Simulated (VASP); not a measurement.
Input of a VASP 6.6.1 run:

INCAR

```
PREC = Accurate
ENCUT = 1340
EDIFF = 1E-6
ISMEAR = 0
SIGMA = 0.05
LREAL = False
LASPH = True
NELM = 120
ALGO = Normal
ISIF = 2
LWAVE = False
LCHARG = False
NBANDS = 16
GGA_COMPAT = False
```

KPOINTS

```
Automatic mesh
0
Gamma
  12 12 12
```

POSCAR

```
ZnO
1.0
    0.0000000000      2.1694420000      2.1694420000
    2.1694420000      0.0000000000      2.1694420000
    2.1694420000      2.1694420000      0.0000000000
Zn O
1 1
Direct
    0.0000000000      0.0000000000      0.0000000000
    0.5000000000      0.5000000000      0.5000000000
```

Potentials or basis: VASP PAW LDA potentials, release 64 (Zn, O_h).

Run with:

```sh
$ cat potpaw_LDA.64/Zn/POTCAR potpaw_LDA.64/O_h/POTCAR > POTCAR
$ mpirun -np 1 vasp_std > vasp.out
```

**Question.** Estimate the band gap on the k mesh.

**Answer.** 0.69 eV (least direct gap 1.90 eV).

**Question.** Estimate the pressure.

**Answer.** -14.2 GPa.

Caveat: the cell stands under tension; semilocal functionals underestimate gaps, and a narrow one can read as zero. A k mesh can miss the band edges.
